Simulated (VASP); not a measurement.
# Os (Im-3m) in VASP: further runs, part 2 of 2

VASP 6.6.1.

### Step 3. Single point, PBE (volume scaled by 1.08)

INCAR reads:

```
PREC     = Accurate       # precision mode
ENCUT    = 520            # plane-wave cutoff, eV
EDIFF    = 1E-6           # SCF threshold, eV
ISMEAR   = -1             # smearing method
SIGMA    = 0.1            # smearing width, eV
LREAL    = F              # projectors in reciprocal space
LASPH    = T              # aspherical terms in the spheres
NELM     = 60             # most SCF steps
ALGO     = Normal         # electronic algorithm
ISIF     = 2              # what is computed and relaxed
LWAVE    = F              # write WAVECAR
LCHARG   = F              # write CHGCAR
GGA      = PE             # functional
NBANDS   = 10             # bands
```

KPOINTS reads:

```
Automatic mesh
0
Gamma
  16 16 16
```

POSCAR reads:

```
Os
1.0
   -1.5865094145      1.5865094145      1.5865094145
    1.5865094145     -1.5865094145      1.5865094145
    1.5865094145      1.5865094145     -1.5865094145
Os
1
Direct
    0.0000000000      0.0000000000      0.0000000000
```

Potentials or basis: VASP PAW PBE potentials, release 64 (Os).

Started as:

```
$ cat potpaw_PBE.64/Os/POTCAR > POTCAR
$ mpirun -np 1 vasp_std > vasp.out
```

OUTCAR:

```text
PREC = Accurate
   ENCUT = 520
   EDIFF = 1E-6
   ISMEAR = -1
   LREAL = F
   LASPH = T
   NELM = 60
   ISIF = 2
   GGA = PE

 ion  position               nearest neighbor table
   1  0.000  0.000  0.000-

  LATTYP: Found a body centered cubic cell.
 ALAT       =     3.1730188290

  Lattice vectors:

 A1 = (  -1.5865094145,   1.5865094145,   1.5865094145)
 A2 = (   1.5865094145,  -1.5865094145,   1.5865094145)
 A3 = (   1.5865094145,   1.5865094145,  -1.5865094145)

Analysis of symmetry for initial positions (statically):
=====================================================================
 Subroutine PRICEL returns:
 Original cell was already a primitive cell.

 Routine SETGRP: Setting up the symmetry group for a
 body centered cubic supercell.

 Subroutine GETGRP returns: Found 48 space group operations
 (whereof 48 operations were pure point group operations)
 out of a pool of 48 trial point group operations.

The static configuration has the point symmetry O_h .

Analysis of symmetry for dynamics (positions and initial velocities):
=====================================================================
 Subroutine PRICEL returns:
 Original cell was already a primitive cell.

 Routine SETGRP: Setting up the symmetry group for a
 body centered cubic supercell.

 Subroutine GETGRP returns: Found 48 space group operations
 (whereof 48 operations were pure point group operations)
 out of a pool of 48 trial point group operations.

The dynamic configuration has the point symmetry O_h .

 Subroutine INISYM returns: Found 48 space group operations
 (whereof 48 operations are pure point group operations),
 and found     1 'primitive' translations

----------------------------------------------------------------------------------------

                                     Primitive cell
[... 110 lines left out ...]
  volume/ion in A,a.u.               =      15.97       107.79
  Fermi-wavevector in a.u.,A,eV,Ry     =   1.300096  2.456826 22.997251  1.690250
  Thomas-Fermi vector in A             =   2.431317
   LORBIT       =      0    0 simple, 1 ext, 2 COOP (PROOUT), +10 PAW based schemes
   GGA     = PE    functional components
   LHFCALC =     F    Hartree Fock is set to
   AEXX    =    0.0000 exact exchange contribution
   IVDW    =     0    specifies the selected vdW correction
   LEPSILON=     F    determine dielectric tensor
   LRPA    =     F    only Hartree local field effects (RPA)
 non-spin polarized calculation
  energy-cutoff  :      520.00
  volume of cell :       15.97
 maximum number of plane-waves:       456
   NGX = 11   NGY = 11   NGZ = 11

 number of electron       8.0000002 magnetization

 Free energy of the ion-electron system (eV)
  ---------------------------------------------------
  ext. energy  EPLUGINS =         0.00000000
  ---------------------------------------------------
  free energy    TOTEN  =       -10.29432075 eV

  energy without entropy =      -10.23578201  energy(sigma->0) =      -10.26505138

 E-fermi :   7.8290     XC(G=0): -13.2871

 val. band max:        7.8128014226   @ k =   0.0625   0.0625   0.0000
 cond. band min:       7.8314932973   @ k =  -0.3125   0.3125   0.2500
 fundamental gap:      0.0186918747
 Fermi energy:         7.8290230440

 k-point     1 :       0.0000    0.0000    0.0000
  band No.  band energies     occupation
      1      -2.1854      2.00000
      2       4.9101      2.00000
      3       4.9101      2.00000
      4       4.9101      2.00000
      5       7.7791      1.24451
      6       7.7791      1.24451
      7      23.9366      0.00000
      8      23.9366      0.00000
      9      23.9366      0.00000
     10      34.4891      0.00000
[... 287 lines left out ...]
 k-point    24 :       0.2500    0.1875    0.0000
  band No.  band energies     occupation
      1       1.7616      2.00000
      2       3.5977      2.00000
      3       4.3128      2.00000
      4       7.2542      1.99364
      5       8.3103      0.01611
      6      10.4005      0.00000
      7      18.6250      0.00000
      8      21.6747      0.00000
      9      24.1193      0.00000
     10      28.3914      0.00000

 [... further k-points ...]

------------------------ aborting loop because EDIFF is reached ----------------------------------------

  FORCE on cell =-STRESS in cart. coord.  units (eV):
  Direction    XX          YY          ZZ          XY          YZ          ZX
  --------------------------------------------------------------------------------------
  -------------------------------------------------------------------------------------
  Total       -2.2507420     -2.2507420     -2.2507420      0.0000000      0.0000000      0.0000000
  in kB     -225.7607053   -225.7607053   -225.7607053      0.0000000      0.0000000      0.0000000
  external PRESSURE =    -225.7607053 kB  Pullay stress =       0.0000000 kB

 VOLUME and BASIS-vectors are now :
 -----------------------------------------------------------------------------
  energy-cutoff  :      520.00
  volume of cell :       15.97
      direct lattice vectors                 reciprocal lattice vectors
    -1.586509415  1.586509415  1.586509415     0.000000000  0.315157285  0.315157285
     1.586509415 -1.586509415  1.586509415     0.315157285  0.000000000  0.315157285
     1.586509415  1.586509415 -1.586509415     0.315157285  0.315157285  0.000000000

 POSITION                                       TOTAL-FORCE (eV/Angst)
 -----------------------------------------------------------------------------------
      0.00000      0.00000      0.00000        -0.000000      0.000000      0.000000
 -----------------------------------------------------------------------------------
    total drift:                                0.000000     -0.000000      0.000000

  FREE ENERGIE OF THE ION-ELECTRON SYSTEM (eV)
  ---------------------------------------------------
  free  energy   TOTEN  =       -10.2943207532 eV

  energy  without entropy=      -10.2357820129  energy(sigma->0) =      -10.26505138
```

stdout:

```text
POSCAR found type information on POSCAR Os
 POSCAR found :  1 types and       1 ions
 scaLAPACK will be used
 LDA part: xc-table for (Slater+PW92), standard interpolation
 POSCAR, INCAR and KPOINTS ok, starting setup
 FFT: planning ... GRIDC
 FFT: planning ... GRID_SOFT
 FFT: planning ... GRID
 WAVECAR not read
 entering main loop
```

It took 35 s on 1 thread of AMD EPYC 7R13, shared host; peak memory 0.11 GiB.

What came out:

| Quantity | Value |
| --- | --- |
| Free energy | -10.2943 eV |
| Pressure | -22.6 GPa |
| Band gap on the k mesh | zero (band 4 reaches 9.86 eV, above the bottom of band 5 at 6.09 eV) |

Caveat: the cell differs from its parent crystal (volume scaled by 1.08); spin-orbit coupling is left out, which moves the levels of the heavy elements.

### Step 4. Single point, PBE (volume scaled by 1.12)

INCAR reads:

```
SYSTEM = Os
PREC     = Accurate       ! precision mode
ENCUT    = 520            ! plane-wave cutoff, eV
EDIFF    = 1E-6           ! SCF threshold, eV
ISMEAR   = -1             ! smearing method
SIGMA    = 0.1            ! smearing width, eV
LREAL    = .FALSE.        ! projectors in reciprocal space
LASPH    = .TRUE.         ! aspherical terms in the spheres
NELM     = 100            ! most SCF steps
ALGO     = Normal         ! electronic algorithm
ISIF     = 2              ! what is computed and relaxed
LWAVE    = .FALSE.        ! write WAVECAR
LCHARG   = .FALSE.        ! write CHGCAR
GGA      = PE             ! functional
NBANDS   = 10             ! bands
```

KPOINTS reads:

```
Automatic mesh
0
G
  16 16 16
  0 0 0
```

POSCAR reads:

```
Os
1.0
   -1.6058589973      1.6058589973      1.6058589973
    1.6058589973     -1.6058589973      1.6058589973
    1.6058589973      1.6058589973     -1.6058589973
Os
1
Direct
    0.0000000000      0.0000000000      0.0000000000
```

Started as:

```
$ cat potpaw_PBE.64/Os/POTCAR > POTCAR
$ mpirun -np 1 vasp_std > vasp.out
```

It took 51 s on 1 thread of AMD EPYC 7R13, shared host; peak memory 0.13 GiB.

The run converged. Its results:

```yaml
Free_energy: -10.1965 eV
Pressure: -30.4 GPa
Band_gap_on_the_k_mesh: zero (band 4 reaches 9.25 eV, above the bottom of band 5 at 5.71 eV)
```

Levels at points of the mesh, in eV from the Fermi level:
```tsv
k point	band 1	band 2	band 3	band 4	band 5	band 6	band 7	band 8
(0.00, 0.00, 0.00)	-9.69	-2.77	-2.77	-2.77	-0.04	-0.04	16.06	16.06
(0.50, 0.00, 0.00)	-6.50	-4.45	-0.20	-0.08	0.42	2.56	7.36	12.30
(0.50, 0.50, 0.50)	-5.98	-5.98	1.91	1.91	1.91	7.27	7.27	7.27
```

Caveat: the cell differs from its parent crystal (volume scaled by 1.12); spin-orbit coupling is left out, which moves the levels of the heavy elements.

### Step 5. Relaxation of cell and atoms, PBE

This run uses another cell than the first one, of 13.99 Å³/atom, 0.910 times its volume.

INCAR reads:

```
  ALGO = Normal
  EDIFF = 1E-6
  EDIFFG = -0.01
  ENCUT = 600
  GGA = PE
  IBRION = 2
  ISIF = 3
  ISMEAR = -1
  LASPH = T
  LCHARG = F
  LREAL = F
  LWAVE = F
  NELM = 100
  NSW = 80
  PREC = Accurate
  SIGMA = 0.1
```

KPOINTS reads:

```
k-points
0
Gamma
  14 14 14
```

POSCAR reads:

```
Os
1.0
   -1.5179840853      1.5179840853      1.5179840853
    1.5179840853     -1.5179840853      1.5179840853
    1.5179840853      1.5179840853     -1.5179840853
Os
1
Direct
    0.0000000000      0.0000000000      0.0000000000
```

Started as:

```
$ cat potpaw_PBE.64/Os/POTCAR > POTCAR
$ mpirun -np 1 vasp_std > vasp.out
```

Wall time 2.4 min (1 thread of AMD EPYC 7R13, shared host); peak memory 0.13 GiB.

The run converged. Its results:

```
Free energy                            : -10.3846 eV
Relaxed volume                         : 14.80 Å³/atom
Relaxed cell                           : a = 2.679 Å, b = 2.679 Å, c = 2.679 Å, α = 109.47°, β = 109.47°, γ = 109.47°
Space group after relaxing (to 0.05 Å) : Im-3m (No. 229)
Energy gained by relaxing              : 54.3 meV/atom
Ionic steps                            : 17
Pressure after relaxing                : 0.0 GPa
Band gap on the k mesh                 : zero (band 4 reaches 11.24 eV, above the bottom of band 5 at 7.00 eV)
```

The path:
```
step  energy change (eV)  largest force (eV/Å)  pressure (GPa)  volume (Å³)
   1              0.0000                0.0000           22.89        13.99
   2              0.5887                0.0000          -45.07        18.44
   3             -0.0537                0.0000           -2.09        14.88
   4             -0.0543                0.0000           -0.18        14.80
   5             -0.0543                0.0000            0.22        14.79
   6             -0.0543                0.0000            0.22        14.79
   7             -0.0543                0.0000            0.21        14.79
   8             -0.0543                0.0000            0.19        14.79
   9             -0.0543                0.0000            0.19        14.79
  10             -0.0543                0.0000            0.19        14.79
  11             -0.0543                0.0000            0.18        14.79
  12             -0.0543                0.0000            0.18        14.79
  13             -0.0543                0.0000            0.18        14.79
  14             -0.0543                0.0000            0.17        14.79
  15             -0.0543                0.0000            0.16        14.79
  16             -0.0543                0.0000            0.13        14.79
  17             -0.0543                0.0000           -0.03        14.80
```

Final structure:
```
CELL_PARAMETERS angstrom
-1.54660 1.54660 1.54660
1.54660 -1.54660 1.54660
1.54660 1.54660 -1.54660
ATOMIC_POSITIONS crystal
Os 0.00000 0.00000 0.00000
```

Levels at points of the mesh, in eV from the Fermi level:
```
           k point  band 2  band 3  band 4  band 5  band 6  band 7
(0.00, 0.00, 0.00)   -3.24   -3.24   -3.24   -0.06   -0.06   16.20
(0.50, 0.00, 0.00)   -5.24   -0.20   -0.20    0.55    3.13    8.71
(0.50, 0.50, 0.50)   -7.09    2.33    2.33    2.33    7.78    7.78
```

Caveat: spin-orbit coupling is left out, which moves the levels of the heavy elements.

### Step 6. Single point, PBE

This run uses another cell than the first one, of 14.79 Å³/atom, 0.962 times its volume.

INCAR reads:

```
SYSTEM = Os
PREC = Accurate
ENCUT = 520
EDIFF = 1E-6
ISMEAR = -1
SIGMA = 0.1
LREAL = .False.
LASPH = .True.
NELM = 60
ALGO = Normal
ISIF = 2
LWAVE = .False.
LCHARG = .False.
GGA = PE
NBANDS = 10
```

KPOINTS reads:

```
Automatic mesh
0
Gamma
  23 23 23
  0 0 0
```

POSCAR reads:

```
Os
1.0
   -1.5463272233      1.5463272233      1.5463272233
    1.5463272233     -1.5463272233      1.5463272233
    1.5463272233      1.5463272233     -1.5463272233
Os
1
Direct
    0.0000000000      0.0000000000      0.0000000000
```

Potentials or basis: VASP PAW PBE potentials, release 64 (Os).

Started as:

```
$ cat potpaw_PBE.64/Os/POTCAR > POTCAR
$ mpirun -np 1 vasp_std > vasp.out
```

Wall time 77 s (1 thread of AMD EPYC 7R13, shared host); peak memory 0.14 GiB.

The run converged. Its results:

- Free energy: -10.3856 eV
- Pressure: 0.0 GPa
- Band gap on the k mesh: zero (band 4 reaches 11.13 eV, above the bottom of band 5 at 6.89 eV)

Levels at points of the mesh, in eV from the Fermi level:
```csv
k point,band 1,band 2,band 3,band 4,band 5,band 6,band 7,band 8
"(0.00, 0.00, 0.00)",-10.71,-3.24,-3.24,-3.24,-0.06,-0.06,16.21,16.21
```

Caveat: spin-orbit coupling is left out, which moves the levels of the heavy elements.

### Step 7. Single point, PBE, non-collinear spin, zero start, spin-orbit coupling

This run uses another cell than the first one, of 14.79 Å³/atom, 0.962 times its volume.

INCAR reads:

```
SYSTEM = Os
ALGO     = Normal         ! electronic algorithm
EDIFF    = 1E-7           ! SCF threshold, eV
ENCUT    = 520            ! plane-wave cutoff, eV
GGA      = PE             ! functional
GGA_COMPAT= .False.      
ISIF     = 2              ! what is computed and relaxed
ISMEAR   = -1             ! smearing method
LASPH    = .True.         ! aspherical terms in the spheres
LCHARG   = .False.        ! write CHGCAR
LMAXMIX  = 4              ! l up to which the mixer works
LNONCOLLINEAR= .True.         ! non-collinear magnetism
LORBIT   = 11             ! projections on sites
LORBMOM  = .True.       
LREAL    = .False.        ! projectors in reciprocal space
LSORBIT  = .True.         ! spin-orbit coupling
LWAVE    = .False.        ! write WAVECAR
MAGMOM   = 0 0 0          ! initial moments
NBANDS   = 19             ! bands
NELM     = 150            ! most SCF steps
PREC     = Accurate       ! precision mode
SIGMA    = 0.1            ! smearing width, eV
```

KPOINTS reads:

```
k-points
0
Gamma
  14 14 14
  0 0 0
```

POSCAR is that of step 6.

Potentials or basis: VASP PAW PBE potentials, release 64 (Os).

Started as:

```
$ cat potpaw_PBE.64/Os/POTCAR > POTCAR
$ mpirun -np 1 vasp_ncl > vasp.out
```

OUTCAR:

```text
SYSTEM = Os
   EDIFF = 1E-7
   ENCUT = 520
   GGA = PE
   ISIF = 2
   ISMEAR = -1
   LASPH = .True.
   LNONCOLLINEAR = .True.
   LORBIT = 11
   LREAL = .False.
   LSORBIT = .True.
   NELM = 150
   PREC = Accurate

 ion  position               nearest neighbor table
   1  0.000  0.000  0.000-

  LATTYP: Found a body centered cubic cell.
 ALAT       =     3.0926544466

  Lattice vectors:

 A1 = (  -1.5463272233,   1.5463272233,   1.5463272233)
 A2 = (   1.5463272233,  -1.5463272233,   1.5463272233)
 A3 = (   1.5463272233,   1.5463272233,  -1.5463272233)

Analysis of symmetry for initial positions (statically):
=====================================================================
 Subroutine PRICEL returns:
 Original cell was already a primitive cell.

 Routine SETGRP: Setting up the symmetry group for a
 body centered cubic supercell.

 Subroutine GETGRP returns: Found 48 space group operations
 (whereof 48 operations were pure point group operations)
 out of a pool of 48 trial point group operations.

The static configuration has the point symmetry O_h .

Analysis of symmetry for dynamics (positions and initial velocities):
=====================================================================
 Subroutine PRICEL returns:
 Original cell was already a primitive cell.
[... 734 lines left out ...]
  free  energy   TOTEN  =       -10.7556634840 eV

  energy  without entropy=      -10.7134173443  energy(sigma->0) =      -10.73454041

 orbital moment (x)

 # of ion     p       d       tot
 ----------------------------------------
  1        -0.000   0.000   0.000
 ----------------------------------------
           -0.000   0.000   0.000

 orbital moment (y)

 # of ion     p       d       tot
 ----------------------------------------
  1         0.000  -0.000  -0.000
 ----------------------------------------
            0.000  -0.000  -0.000

 orbital moment (z)

 # of ion     p       d       tot
 ----------------------------------------
  1         0.000   0.000   0.000
 ----------------------------------------
            0.000   0.000   0.000

 Spin-Orbit-Coupling matrix elements

 Ion:    1  E_soc:     -0.7381820
 l=   1
     0.0000000    -0.0402678    -0.0402678
    -0.0402678     0.0000000    -0.0402678
    -0.0402678    -0.0402678     0.0000000
 l=   2
     0.0000000    -0.0106949     0.0000000    -0.0106949    -0.0720676
    -0.0106949     0.0000000    -0.0540507    -0.0106949    -0.0180169
     0.0000000    -0.0540507     0.0000000    -0.0540507     0.0000000
    -0.0106949    -0.0106949    -0.0540507     0.0000000    -0.0180169
    -0.0720676    -0.0180169     0.0000000    -0.0180169     0.0000000
 l=   3
     0.0000000     0.0000000     0.0000000     0.0000000     0.0000000     0.0000000     0.0000000
     0.0000000     0.0000000     0.0000000     0.0000000     0.0000000     0.0000000     0.0000000
     0.0000000     0.0000000     0.0000000     0.0000000     0.0000000     0.0000000     0.0000000
     0.0000000     0.0000000     0.0000000     0.0000000     0.0000000     0.0000000     0.0000000
     0.0000000     0.0000000     0.0000000     0.0000000     0.0000000     0.0000000     0.0000000
     0.0000000     0.0000000     0.0000000     0.0000000     0.0000000     0.0000000     0.0000000
     0.0000000     0.0000000     0.0000000     0.0000000     0.0000000     0.0000000     0.0000000

 total charge

# of ion       s       p       d       tot
------------------------------------------
    1        0.629   0.692   5.956   7.277

 magnetization (x)

# of ion       s       p       d       tot
------------------------------------------
    1        0.000  -0.000   0.000   0.000

 magnetization (y)

# of ion       s       p       d       tot
------------------------------------------
    1       -0.000  -0.000   0.000   0.000

 magnetization (z)

# of ion       s       p       d       tot
------------------------------------------
    1       -0.000  -0.000  -0.000  -0.000
```

stdout:

```text
POSCAR found type information on POSCAR Os
 POSCAR found :  1 types and       1 ions
 scaLAPACK will be used
 LDA part: xc-table for (Slater+PW92), standard interpolation
 POSCAR, INCAR and KPOINTS ok, starting setup
 FFT: planning ... GRIDC
 FFT: planning ... GRID_SOFT
 FFT: planning ... GRID
 WAVECAR not read
 entering main loop
```

Run time: 99 s. Hardware: 1 thread of AMD EPYC 7R13, shared host; peak memory 0.15 GiB.

Results:

- Free energy: -10.7557 eV
- Pressure: 1.0 GPa
- Net moment: 0.00 μB per cell
- Valence electrons inside the program's atomic spheres: Os 7.28

Moments on the atoms (μB; x, y, z):
```
Os  0.00 0.00 0.00
```

### Step 8. The runs side by side

| task | spin | cell | k mesh | cutoff (eV) | gap on the mesh (eV) | pressure (GPa) |
| --- | --- | --- | --- | --- | --- | --- |
| single point | off | a = 2.714 Å, angles 109.5°, 1 atom | 16 × 16 × 16 | 520 | none | -12.6 |
| single point | off | a = 2.748 Å, angles 109.5°, 1 atom | 16 × 16 × 16 | 520 | none | -22.6 |
| single point | off | a = 2.781 Å, angles 109.5°, 1 atom | 16 × 16 × 16 | 520 | none | -30.4 |
| relaxation of cell and atoms | off | relaxed from a = 2.629 Å, angles 109.5°, 1 atom | 14 × 14 × 14 | 600 | none | 0.0 |
| single point | off | a = 2.678 Å, angles 109.5°, 1 atom | 23 × 23 × 23 | 520 | none | 0.0 |
| single point | non-collinear, zero start, SOC | a = 2.678 Å, angles 109.5°, 1 atom | 14 × 14 × 14 | 520 | - | 1.0 |

Alike in all rows: level PBE; potentials or basis VASP PAW PBE potentials, release 64 (Os); smearing fermi-dirac 0.1 eV.

Caveats: spin-orbit coupling is left out, which moves the levels of the heavy elements (some runs).

Total energies depend on the potentials used, so only differences within one code and one set of settings carry meaning.
